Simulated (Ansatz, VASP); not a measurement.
**Two plane-wave programs on TaSi2**

```
CELL_PARAMETERS angstrom
3.32459 0.00000 0.00000
0.00000 3.32459 0.00000
0.00000 0.00000 4.94949
ATOMIC_POSITIONS crystal
Ta 0.00000 0.00000 0.00000
Si 0.00000 0.00000 0.50000
Si 0.50000 0.50000 0.50000
```

Alike in both runs: functional PBE; k mesh 6 × 6 × 4; occupations gaussian, width 0.1 eV; no spin polarisation.

Ansatz relaxed the structure, and its values are those at the end. VASP's run is a single point on that final structure, the one shown.

|  | VASP | Ansatz |
| --- | --- | --- |
| version | VASP 6.6.1 | Ansatz 0.2.0 |
| potentials or method | VASP PAW PBE potentials, release 64 (Ta_pv, Si), cutoff 520 eV | scalar-relativistic, plane waves, PAW |
| valence electrons in the cell | 19 | 21 |

```csv
,VASP,Ansatz,Ansatz less VASP
gap on the k mesh at the Fermi level (eV),none,none,-
pressure (GPa),0.0,0.0,+0.03
```

A gap of «none» marks a metal or a gap that the smearing closes. The functional is the same, so the differences come from potentials, cutoffs and numerics. VASP's potentials hold 19 valence electrons a cell and Ansatz's 21, so a difference there can come from the potentials and not from the codes.

Neither program's run includes spin-orbit coupling.
